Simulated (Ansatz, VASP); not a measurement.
This is a calculation of LiF for Ansatz 0.2.0.

The input input.yaml:

```yaml
crystal:
  lattice:
    - [0.0, 2.014, 2.014]
    - [2.014, 0.0, 2.014]
    - [2.014, 2.014, 0.0]
  atoms:
    - { symbol: F, position: [0.5, 0.5, 0.5] }
    - { symbol: Li, position: [0.0, 0.0, 0.0] }
hamiltonian:
  xc: { exchange: pbe, correlation: pbe, exx: { coeff: 0.25, omega: 0.4 } }
  pseudopotentials: { kind: paw }
kpoints:
  mp_grid: { grid: [6, 6, 6] }
scf:
  occupations: { method: fermi_dirac, width: 0.05 }
output:
  forces: true
  stress: true
  eigenvalues: true
```

Potentials or basis: Ansatz PAW.

The run is started by

```bash
$ ansatz run input.yaml --threads 2 --pin off --max-ram 5632MiB --backend cpu --events-out ev --progress --plain --runs-dir out
```

**Question.** Translate it to VASP 6.6.1. Potentials there: VASP PAW PBE potentials, release 64 (F, Li_sv).

**Answer.** As run (the cutoff follows the program's own potentials):

The input POSCAR:

```
LiF
1.0
    0.0000000000      2.0140000000      2.0140000000
    2.0140000000      0.0000000000      2.0140000000
    2.0140000000      2.0140000000      0.0000000000
F Li
1 1
Direct
    0.5000000000      0.5000000000      0.5000000000
    0.0000000000      0.0000000000      0.0000000000
```

File INCAR.step1:

```
SYSTEM = LiF
PREC = Accurate
ENCUT = 520
EDIFF = 1E-5
ISMEAR = -1
SIGMA = 0.05
LREAL = .FALSE.
LASPH = .TRUE.
NELM = 100
ALGO = Normal
ISIF = 2
LWAVE = .TRUE.
NBANDS = 12
GGA = PE
```

File INCAR.step2:

```
SYSTEM = LiF
PREC = Accurate
ENCUT = 520
EDIFF = 1E-6
ISMEAR = -1
SIGMA = 0.05
LREAL = .FALSE.
LASPH = .TRUE.
NELM = 100
ALGO = Normal
ISIF = 2
LWAVE = .FALSE.
LCHARG = .TRUE.
GGA = PE
LHFCALC = .TRUE.
AEXX = 0.25
HFSCREEN = 0.4
PRECFOCK = Normal
LELF = .TRUE.
LVHAR = .TRUE.
NBANDS = 12
ISTART = 1
```

The input KPOINTS:

```
regular mesh
0
G
  6 6 6
  0 0 0
```

Potentials or basis: VASP PAW PBE potentials, release 64 (F, Li_sv).

Run with:

```bash
$ cat potpaw_PBE.64/F/POTCAR potpaw_PBE.64/Li_sv/POTCAR > POTCAR
$ cp INCAR.step1 INCAR
$ mpirun -np 1 vasp_std > vasp.out
$ cp INCAR.step2 INCAR
$ mpirun -np 1 vasp_std > vasp.out
```

Both were run:

|  | VASP | Ansatz | Ansatz less VASP |
| --- | --- | --- | --- |
| gap on the k mesh at the Fermi level (eV) | 10.82 | 10.83 | +0.010 |
| least direct gap on the mesh (eV) | 10.82 | 10.83 | +0.010 |

VASP's potentials were made for PBE, not for PBE-based screened hybrid. With one functional, cell and mesh, what is left measures potentials, basis and numerics.

The k mesh is coarse, so the values compare programs but aren't converged. Noted on VASP's run: the cutoff is under 1.25 times that of the potentials, so the pressure is a little rough.
